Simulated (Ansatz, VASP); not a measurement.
**Two plane-wave programs on SnSe4**

Contents of INCAR:

```
PREC = Accurate
ENCUT = 600
EDIFF = 1E-6
ISMEAR = 0
SIGMA = 0.1
LREAL = False
LASPH = True
NELM = 100
ALGO = Normal
ISIF = 3
LWAVE = False
LCHARG = False
GGA = PE
IBRION = 2
NSW = 90
EDIFFG = -0.04
```

File KPOINTS:

```
Automatic mesh
0
Gamma
  4 4 4
```

File POSCAR:

```
SnSe4
1.0
    5.5691193200      0.0000000000      0.0000000000
    0.0000000000      5.5691193200      0.0000000000
    0.0000000000      0.0000000000      5.5691193200
Sn Se
1 4
Direct
    0.5000000000      0.5000000000      0.5000000000
    0.8112232100      0.8112232100      0.8112232100
    0.1887767900      0.1887767900      0.8112232100
    0.1887767900      0.8112232100      0.1887767900
    0.8112232100      0.1887767900      0.1887767900
```

Input for Ansatz:

```yaml
crystal:
  lattice:
    - [5.56911932, 0.0, 0.0]
    - [0.0, 5.56911932, 0.0]
    - [0.0, 0.0, 5.56911932]
  atoms:
    - { symbol: Sn, position: [0.5, 0.5, 0.5] }
    - { symbol: Se, position: [0.81122321, 0.81122321, 0.81122321] }
    - { symbol: Se, position: [0.18877679, 0.18877679, 0.81122321] }
    - { symbol: Se, position: [0.18877679, 0.81122321, 0.18877679] }
    - { symbol: Se, position: [0.81122321, 0.18877679, 0.18877679] }
basis:
  ecutwfc: 420
kpoints:
  mp_grid: { grid: [4, 4, 4] }
hamiltonian:
  xc: pbe
scf:
  occupations: { method: gaussian, width: 0.1 }
  lower_state_search: "off"
output:
  forces: true
  stress: true
  eigenvalues: true
relax:
  adjacent_minimum: "off"
  f_tol: 0.04
  max_steps: 70
  cell: { stress_tol: 0.4 }
```

Alike in both runs: task relaxation of cell and atoms; functional PBE; k mesh 4 × 4 × 4; occupations gaussian, width 0.1 eV; no spin polarisation.

|  | VASP | Ansatz |
| --- | --- | --- |
| version | VASP 6.6.1 | Ansatz 0.2.0 |
| potentials or method | VASP PAW PBE potentials, release 64 (Sn_d, Se), cutoff 600 eV | scalar-relativistic, plane waves, PAW |
| valence electrons in the cell | 38 | 78 |

VASP gave:

| Item | Value |
| --- | --- |
| gap on the k mesh at the Fermi level, each at its own relaxed structure (eV) | none |
| relaxed volume (Å³/atom) | 26.89 |
| relaxed cell length with the largest relative difference (Å) | 5.123 |

Problem. Estimate Ansatz's values.

Solution. gap on the k mesh at the Fermi level, each at its own relaxed structure (eV): none; relaxed volume (Å³/atom): 26.83; relaxed cell length with the largest relative difference (Å): 5.119.

A gap of «none» marks a metal or a gap that the smearing closes. VASP's potentials hold 38 valence electrons a cell and Ansatz's 78, so a difference there can come from the potentials and not from the codes.

Noted on VASP's run: the volume moved by over 15 % at a fixed basis, so the end points are rough.
